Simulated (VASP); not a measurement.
**GaP: single point with r2SCAN**

GaP:

```xyz
2
Lattice="0.0000 2.6436 2.7944 2.6436 0.0000 2.7944 2.6436 2.6436 0.0000" Properties=species:S:1:pos:R:3 pbc="T T T"
Ga    0.0000    0.0000    0.0000
P     1.3218    1.3218    1.3972
```

This cell differs from its parent crystal: epitaxial xy strain -3.0%.

| Item | Value |
| --- | --- |
| Program | VASP 6.6.1 |
| Task | single point |
| Functional | r2SCAN |
| Potentials or basis | VASP PAW PBE potentials, release 64 (Ga_d, P) |
| Cutoff | 520 eV |
| k mesh | 8 × 8 × 8 |
| Occupations | gaussian, width 0.01 eV |
| Spin | no spin polarisation |

```
Pressure               : 3.3 GPa
Band gap on the k mesh : 1.55 eV (least direct gap 2.51 eV)
```

Stress tensor (GPa, compression positive):
```
 5.03  0.00  0.00
 0.00  5.03  0.00
 0.00  0.00 -0.05
```

Levels at points of the mesh, in eV from the valence-band top:
```csv
k point,band 5,band 6,band 7,band 8,band 9,band 10,band 11,band 12,band 13,band 14
"(0.00, 0.00, 0.00)",-15.05,-13.42,-0.37,0.00,0.00,2.51,4.03,4.03,4.17,9.38
"(0.50, 0.00, 0.00)",-15.04,-11.13,-7.18,-1.60,-1.08,1.95,4.80,5.16,8.82,11.70
"(0.50, 0.50, 0.00)",-15.04,-10.34,-7.52,-2.77,-2.77,2.02,2.33,11.53,11.53,11.86
"(0.50, 0.00, 0.50)",-15.02,-10.06,-7.12,-3.20,-3.16,1.58,1.76,11.18,11.31,12.32
```

Wall time 63 s on 1 thread of Intel(R) Xeon(R) 6975P-C (Granite Rapids), with other jobs on the host, peak memory 0.19 GiB.

Caveat: the cell differs from its parent crystal (epitaxial xy strain -3.0%); the stress differs along the axes, from -0 to 5 GPa; the PAW data sets were made with another functional, which shifts forces and pressure a little. A k mesh can miss the band edges.
